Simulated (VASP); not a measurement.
# Al7Ru8 (a cell with a defect) in VASP: further runs

Runs on Al7Ru8 (a cell with a defect). Level: PBEsol. Tasks: single point.

Program: VASP 6.6.1. These are calculated values, not measurements. Logs are shortened: lines on timing, memory, paths and dates and some standing lists are left out, and cuts for length are marked.

## (1) The cell of the first run

The cell holds a defect, 15 atoms: a = 6.060 Å, b = 6.060 Å, c = 6.060 Å, α = 90.00°, β = 90.00°, γ = 90.00°.

## (2) Single point, PBEsol

Contents of INCAR:

```
SYSTEM = Al7Ru8
  PREC = Accurate
  ENCUT = 520
  EDIFF = 1E-7
  ISMEAR = -1
  SIGMA = 0.1
  LREAL = Auto
  LASPH = .TRUE.
  NELM = 80
  ALGO = Normal
  ISIF = 2
  LWAVE = .FALSE.
  LCHARG = .FALSE.
  GGA = PS
  NBANDS = 80
```

Contents of KPOINTS:

```
Automatic mesh
0
G
  2 2 2
  0 0 0
```

Contents of POSCAR:

```
Al7Ru8
1.0
    6.0601640000      0.0000000000      0.0000000000
    0.0000000000      6.0601640000      0.0000000000
    0.0000000000      0.0000000000      6.0601640000
Ru Al
8 7
Direct
    0.2500646847      0.2608506964      0.2584151188
    0.2500645197      0.2608432709      0.7385430493
    0.2500669949      0.7409741717      0.2584133037
    0.2500689750      0.7409824223      0.7385455245
    0.7468936484      0.2404101605      0.2379727677
    0.7468913383      0.2404029000      0.7589834203
    0.7468893581      0.7614142126      0.2379707876
    0.7468870479      0.7614209780      0.7589849054
    0.0210245135      0.0009115265     -0.0015181107
    0.0010724132      0.0009075662      0.4984736387
    0.0010745584      0.5009143317     -0.0015283415
   -0.0738143390      0.5009154868      0.4984851895
    0.4769757056      0.0009169719     -0.0015141504
    0.5011168015      0.0009148267      0.4984728136
    0.5011151513      0.5009085563     -0.0015285065
```

Potentials or basis: VASP PAW PBE potentials, release 64 (Ru_pv, Al).

The run is started by

```console
$ cat potpaw_PBE.64/Ru_pv/POTCAR potpaw_PBE.64/Al/POTCAR > POTCAR
$ mpirun -np 1 vasp_std > vasp.out
```

OUTCAR:

```text
SYSTEM = Al7Ru8
   PREC = Accurate
   ENCUT = 520
   EDIFF = 1E-7
   ISMEAR = -1
   LREAL = Auto
   LASPH = .TRUE.
   NELM = 80
   ISIF = 2
   GGA = PS

 ion  position               nearest neighbor table
   1  0.250  0.261  0.258-  13 2.62  10 2.62  11 2.62   9 2.62  14 2.63  15 2.63  12 2.84   3 2.91
                             2 2.91   5 3.02   5 3.05   2 3.15   3 3.15
   2  0.250  0.261  0.739-  13 2.62  11 2.62  10 2.62   9 2.62  15 2.63  14 2.63  12 2.84   1 2.91
                             4 2.91   6 3.02   6 3.05   4 3.15   1 3.15
   3  0.250  0.741  0.258-  13 2.62  10 2.62  11 2.62   9 2.62  14 2.63  15 2.63  12 2.84   1 2.91
                             4 2.91   7 3.02   7 3.05   4 3.15   1 3.15
   4  0.250  0.741  0.739-  13 2.62  11 2.62  10 2.62   9 2.62  15 2.63  14 2.63  12 2.84   3 2.91
                             2 2.91   8 3.02   8 3.05   2 3.15   3 3.15
   5  0.747  0.240  0.238-  12 2.48  14 2.61  15 2.61  13 2.62  10 2.64  11 2.64   9 2.64   6 2.90
                             7 2.90   1 3.02   1 3.05   7 3.16   6 3.16
   6  0.747  0.240  0.759-  12 2.48  15 2.61  14 2.61  13 2.62  11 2.64  10 2.64   9 2.64   8 2.90
                             5 2.90   2 3.02   2 3.05   5 3.16   8 3.16
   7  0.747  0.761  0.238-  12 2.48  14 2.61  15 2.61  13 2.62  10 2.64  11 2.64   9 2.64   8 2.90
                             5 2.90   3 3.02   3 3.05   5 3.16   8 3.16
   8  0.747  0.761  0.759-  12 2.48  15 2.61  14 2.61  13 2.62  11 2.64  10 2.64   9 2.64   6 2.90
                             7 2.90   4 3.02   4 3.05   7 3.16   6 3.16
   9  0.021  0.001  0.998-   4 2.62   2 2.62   3 2.62   1 2.62   5 2.64   7 2.64   6 2.64   8 2.64
                            13 2.76  10 3.03  11 3.03  11 3.03  10 3.03  13 3.30
  10  0.001  0.001  0.498-   3 2.62   4 2.62   1 2.62   2 2.62   7 2.64   5 2.64   8 2.64   6 2.64
                            14 3.03  14 3.03   9 3.03   9 3.03  12 3.06  12 3.06
  11  0.001  0.501  0.998-   4 2.62   2 2.62   3 2.62   1 2.62   8 2.64   6 2.64   7 2.64   5 2.64
                            15 3.03  15 3.03   9 3.03   9 3.03  12 3.06  12 3.06
  12  0.926  0.501  0.498-   8 2.48   6 2.48   7 2.48   5 2.48   2 2.84   4 2.84   3 2.84   1 2.84
                            11 3.06  10 3.06  10 3.06  11 3.06
  13  0.477  0.001  0.998-   1 2.62   3 2.62   2 2.62   4 2.62   5 2.62   7 2.62   6 2.62   8 2.62
                             9 2.76  14 3.03  15 3.03  15 3.03  14 3.03   9 3.30
  14  0.501  0.001  0.498-   5 2.61   6 2.61   7 2.61   8 2.61   1 2.63   3 2.63   2 2.63   4 2.63
                            10 3.03  10 3.03  13 3.03  13 3.03
  15  0.501  0.501  0.998-   6 2.61   8 2.61   5 2.61   7 2.61   2 2.63   4 2.63   1 2.63   3 2.63
                            11 3.03  11 3.03  13 3.03  13 3.03

  LATTYP: Found a simple cubic cell.
 ALAT       =     6.0601640000

  Lattice vectors:

 A1 = (   6.0601640000,   0.0000000000,   0.0000000000)
 A2 = (   0.0000000000,   6.0601640000,   0.0000000000)
 A3 = (   0.0000000000,   0.0000000000,   6.0601640000)

Analysis of symmetry for initial positions (statically):
=====================================================================
 Subroutine PRICEL returns:
 Original cell was already a primitive cell.

 Routine SETGRP: Setting up the symmetry group for a
 simple cubic supercell.

 Subroutine GETGRP returns: Found  1 space group operations
 (whereof  1 operations were pure point group operations)
 out of a pool of 48 trial point group operations.

The static configuration has the point symmetry C_1 .

Analysis of symmetry for dynamics (positions and initial velocities):
=====================================================================
 Subroutine PRICEL returns:
 Original cell was already a primitive cell.

 Routine SETGRP: Setting up the symmetry group for a
 simple cubic supercell.

 Subroutine GETGRP returns: Found  1 space group operations
 (whereof  1 operations were pure point group operations)
 out of a pool of 48 trial point group operations.

The dynamic configuration has the point symmetry C_1 .

 Subroutine INISYM returns: Found  1 space group operations
 (whereof  1 operations are pure point group operations),
 and found     1 'primitive' translations

----------------------------------------------------------------------------------------

                                     Primitive cell

  volume of cell :     222.5631

  direct lattice vectors                    reciprocal lattice vectors
     6.060164000  0.000000000  0.000000000     0.165012036  0.000000000  0.000000000
     0.000000000  6.060164000  0.000000000     0.000000000  0.165012036  0.000000000
     0.000000000  0.000000000  6.060164000     0.000000000  0.000000000  0.165012036

  length of vectors
     6.060164000  6.060164000  6.060164000     0.165012036  0.165012036  0.165012036

  position of ions in fractional coordinates (direct lattice)
     0.250064685  0.260850696  0.258415119
     0.250064520  0.260843271  0.738543049
     0.250066995  0.740974172  0.258413304
     0.250068975  0.740982422  0.738545524
     0.746893648  0.240410160  0.237972768
     0.746891338  0.240402900  0.758983420
     0.746889358  0.761414213  0.237970788
     0.746887048  0.761420978  0.758984905
     0.021024514  0.000911526  0.998481889
     0.001072413  0.000907566  0.498473639
     0.001074558  0.500914332  0.998471659
     0.926185661  0.500915487  0.498485190
     0.476975706  0.000916972  0.998485850
     0.501116801  0.000914827  0.498472814
     0.501115151  0.500908556  0.998471493

  ion indices of the primitive-cell ions
   primitive index   ion index
                 1           1
                 2           2
                 3           3
                 4           4
                 5           5
                 6           6
                 7           7
                 8           8
                 9           9
                10          10
                11          11
                12          12
                13          13
                14          14
                15          15

----------------------------------------------------------------------------------------

 KPOINTS: Automatic mesh

Automatic generation of k-mesh.
 Grid dimensions read from file:
 generate k-points for:    2    2    2

 Generating k-lattice:

  Cartesian coordinates                     Fractional coordinates (reciprocal lattice)
     0.082506018  0.000000000  0.000000000     0.500000000  0.000000000  0.000000000
     0.000000000  0.082506018  0.000000000     0.000000000  0.500000000  0.000000000
     0.000000000  0.000000000  0.082506018     0.000000000  0.000000000  0.500000000

  Length of vectors
     0.082506018  0.082506018  0.082506018

  Shift w.r.t. Gamma in fractional coordinates (k-lattice)
     0.000000000  0.000000000  0.000000000

 Subroutine IBZKPT returns following result:
 ===========================================

 Found      8 irreducible k-points:

 Following reciprocal coordinates:
            Coordinates               Weight
  0.000000  0.000000  0.000000      1.000000
  0.500000  0.000000  0.000000      1.000000
  0.000000  0.500000  0.000000      1.000000
  0.000000  0.000000  0.500000      1.000000
  0.500000  0.500000  0.000000      1.000000
  0.000000  0.500000  0.500000      1.000000
  0.500000  0.000000  0.500000      1.000000
  0.500000  0.500000  0.500000      1.000000
   k-points           NKPTS =      8   k-points in BZ     NKDIM =      8   number of bands    NBANDS=     80
   number of dos      NEDOS =    301   number of ions     NIONS =     15
   total plane-waves  NPLWV = 110592
   dimension x,y,z NGX =    48 NGY =   48 NGZ =   48
   dimension x,y,z NGXF=    96 NGYF=   96 NGZF=   96
   ions per type =               8   7
   NGX,Y,Z   is equivalent  to a cutoff of  13.17, 13.17, 13.17 a.u.
   NGXF,Y,Z  is equivalent  to a cutoff of  26.34, 26.34, 26.34 a.u.
 SYSTEM =  Al7Ru8
   PREC   = accura    normal or accurate (medium, high low for compatibility)
   ISTART =      0    job   : 0-new  1-cont  2-samecut
   ICHARG =      2    charge: 1-file 2-atom 10-const
   ISPIN  =      1    spin polarized calculation?
   LNONCOLLINEAR =      F non collinear calculations
   LSORBIT =      F    spin-orbit coupling
   LASPH  =      T    aspherical Exc in radial PAW
   ENCUT  =  520.0 eV  38.22 Ry    6.18 a.u.  11.27 11.27 11.27*2*pi/ulx,y,z
   NELM   =     80;   NELMIN=  2; NELMDL= -5     # of ELM steps
   EDIFF  = 0.1E-06   stopping-criterion for ELM
   LREAL  =      T    real-space projection
   EDIFFG = 0.1E-05   stopping-criterion for IOM
   NSW    =      0    number of steps for IOM
   IBRION =     -1    ionic relax: 0-MD 1-quasi-New 2-CG
   NFREE  =      0    steps in history (QN), initial steepest desc. (CG)
   ISIF   =      2    stress and relaxation
   ISYM   =      2    0-nonsym 1-usesym 2-fastsym
   POTIM  = 0.5000    time-step for ionic-motion
   TEBEG  =    0.0;   TEEND  =   0.0 temperature during run
   PSTRESS=    0.0 pullay stress
   NELECT =     133.0000    total number of electrons
   NUPDOWN=      -1.0000    fix difference up-down
   EMIN   =  10.00;   EMAX   =-10.00  energy-range for DOS
   EFERMI =   0.00;   METHOD = LEGACY
   ISMEAR =    -1;   SIGMA  =   0.10  broadening in eV -4-tet -1-fermi 0-gaus
   EFERMI_NEDOS =   21; number of points for ismear=-14 and -15
   IALGO  =     38    algorithm
   IMIX   =      4    mixing-type and parameters
     AMIX     =   0.40;   BMIX     =  1.00
     AMIX_MAG =   1.60;   BMIX_MAG =  1.00
  volume/ion in A,a.u.               =      14.84       100.13
  Fermi-wavevector in a.u.,A,eV,Ry     =   1.378926  2.605793 25.870625  1.901437
  Thomas-Fermi vector in A             =   2.503943
   LORBIT       =      0    0 simple, 1 ext, 2 COOP (PROOUT), +10 PAW based schemes
   GGA     = PS    functional components
   LHFCALC =     F    Hartree Fock is set to
   AEXX    =    0.0000 exact exchange contribution
   IVDW    =     0    specifies the selected vdW correction
   LEPSILON=     F    determine dielectric tensor
   LRPA    =     F    only Hartree local field effects (RPA)
 non-spin polarized calculation
  energy-cutoff  :      520.00
  volume of cell :      222.56
 maximum number of plane-waves:      6031
 NGX is ok and might be reduce to    48
   NGX = 23   NGY = 23   NGZ = 23

 number of electron     133.0000009 magnetization

 Free energy of the ion-electron system (eV)
  ---------------------------------------------------
  ext. energy  EPLUGINS =         0.00000000
  ---------------------------------------------------
  free energy    TOTEN  =      -116.42155474 eV

  energy without entropy =     -116.11223994  energy(sigma->0) =     -116.26689734

 E-fermi :   9.1821     XC(G=0): -12.2151

 val. band max:        9.0932146553   @ k =   0.5000   0.5000   0.0000
 cond. band min:       9.1841831871   @ k =   0.0000   0.0000   0.0000
 fundamental gap:      0.0909685318
 Fermi energy:         9.1820754567

 k-point     1 :       0.0000    0.0000    0.0000
  band No.  band energies     occupation
      1     -32.7435      2.00000
      2     -32.7359      2.00000
      3     -32.7202      2.00000
      4     -32.7130      2.00000
      5     -32.7130      2.00000
      6     -32.6879      2.00000
[... 70 lines left out ...]
     77      11.4279      0.00000
     78      12.4474      0.00000
[... 565 lines left out ...]
     77      14.2395      0.00000
     78      14.4119      0.00000
 [bands above 78 left out]

------------------------ aborting loop because EDIFF is reached ----------------------------------------

  FORCE on cell =-STRESS in cart. coord.  units (eV):
  Direction    XX          YY          ZZ          XY          YZ          ZX
  --------------------------------------------------------------------------------------
  -------------------------------------------------------------------------------------
  Total      -20.2369275    -20.5322885    -20.5396046     -0.0062898      0.0047733      0.0031802
  in kB     -145.6807026   -147.8069338   -147.8596011     -0.0452785      0.0343618      0.0228934
  external PRESSURE =    -147.1157458 kB  Pullay stress =       0.0000000 kB

 VOLUME and BASIS-vectors are now :
 -----------------------------------------------------------------------------
  energy-cutoff  :      520.00
  volume of cell :      222.56
      direct lattice vectors                 reciprocal lattice vectors
     6.060164000  0.000000000  0.000000000     0.165012036  0.000000000  0.000000000
     0.000000000  6.060164000  0.000000000     0.000000000  0.165012036  0.000000000
     0.000000000  0.000000000  6.060164000     0.000000000  0.000000000  0.165012036

 POSITION                                       TOTAL-FORCE (eV/Angst)
 -----------------------------------------------------------------------------------
      1.51543      1.58080      1.56604        -0.122836     -0.038953     -0.036634
      1.51543      1.58075      4.47569        -0.123036     -0.038773      0.039910
      1.51545      4.49043      1.56603        -0.123143      0.037475     -0.036999
      1.51546      4.49048      4.47571        -0.122845      0.036641      0.039343
      4.52630      1.45692      1.44215        -0.128175      0.161078      0.163110
      4.52628      1.45688      4.59956        -0.128193      0.161408     -0.160395
      4.52627      4.61430      1.44214        -0.127904     -0.161648      0.162986
      4.52626      4.61434      4.59957        -0.127557     -0.162199     -0.160569
      0.12741      0.00552      6.05096        -0.307226      0.000842     -0.001962
      0.00650      0.00550      3.02083        -0.117868      0.000501     -0.001489
      0.00651      3.03562      6.05090        -0.117934      0.000320     -0.001367
      5.61284      3.03563      3.02090         1.688842      0.001825     -0.002493
      2.89055      0.00556      6.05099         0.063752      0.000533     -0.001276
      3.03685      0.00554      3.02083        -0.102954      0.000343     -0.001188
      3.03684      3.03559      6.05090        -0.102922      0.000608     -0.000977
 -----------------------------------------------------------------------------------
    total drift:                                0.003203      0.004369     -0.000569

  FREE ENERGIE OF THE ION-ELECTRON SYSTEM (eV)
  ---------------------------------------------------
  free  energy   TOTEN  =      -116.4215547416 eV

  energy  without entropy=     -116.1122399415  energy(sigma->0) =     -116.26689734
```

It took 4.3 min on 1 thread of AMD EPYC 9R45 (Zen 5), shared host; peak memory 0.33 GiB.

Results:

```yaml
Free_energy: -116.4216 eV
Pressure: -14.7 GPa
Largest_force: 1.689 eV/Å
Band_gap_on_the_k_mesh: zero (an odd number of electrons rules out a gap without spin polarisation)
```

Forces on the atoms (eV/Å):
```
Ru  -0.123 -0.039 -0.037
Ru  -0.123 -0.039  0.040
Ru  -0.123  0.037 -0.037
Ru  -0.123  0.037  0.039
Ru  -0.128  0.161  0.163
Ru  -0.128  0.161 -0.160
Ru  -0.128 -0.162  0.163
Ru  -0.128 -0.162 -0.161
Al  -0.307  0.001 -0.002
Al  -0.118  0.001 -0.001
Al  -0.118  0.000 -0.001
Al   1.689  0.002 -0.002
Al   0.064  0.001 -0.001
Al  -0.103  0.000 -0.001
Al  -0.103  0.001 -0.001
```

Caveat: the k points lie up to 0.52 Å⁻¹ apart, too coarse for converged energies and pressures of a metal; the PAW data sets were made with another functional, which shifts forces and pressure a little.

(Continued in part 2 of 2.)
